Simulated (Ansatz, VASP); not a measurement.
# One calculation of Ti4C3, two programs

```xyz
7
Lattice="4.5009 0.0000 0.0000 -2.2504 3.8979 0.0000 0.0000 0.0000 6.4593" Properties=species:S:1:pos:R:3 pbc="T T T"
Ti    0.0000    2.5986    1.9652
Ti    0.0000    2.5986    4.4942
Ti    2.2504    1.2993    4.4942
Ti    2.2504    1.2993    1.9652
C     0.0000    2.5986    0.0000
C     2.2504    1.2993    0.0000
C     0.0000    0.0000    0.0000
```

Alike in both runs: functional PBE; k mesh 4 × 4 × 3; occupations gaussian, width 0.2 eV; no spin polarisation.

Ansatz relaxed the structure, and its values are those at the end. VASP's run is a single point on that final structure, the one shown.

```csv
,VASP,Ansatz
version,VASP 6.6.1,Ansatz 0.2.0
potentials or method,"VASP PAW PBE potentials, release 64 (Ti_sv, C), cutoff 600 eV","scalar-relativistic, plane waves, PAW"
valence electrons in the cell,60,60
```

```tsv
	VASP	Ansatz	Ansatz less VASP
gap on the k mesh at the Fermi level (eV)	none	none	-
pressure (GPa)	-0.1	0.0	+0.07
rms of the force components (eV/Å)	0.008	0.001	-0.0070
```

A gap of «none» marks a metal or a gap that the smearing closes.

The k mesh is coarse, so the values compare programs but aren't converged.
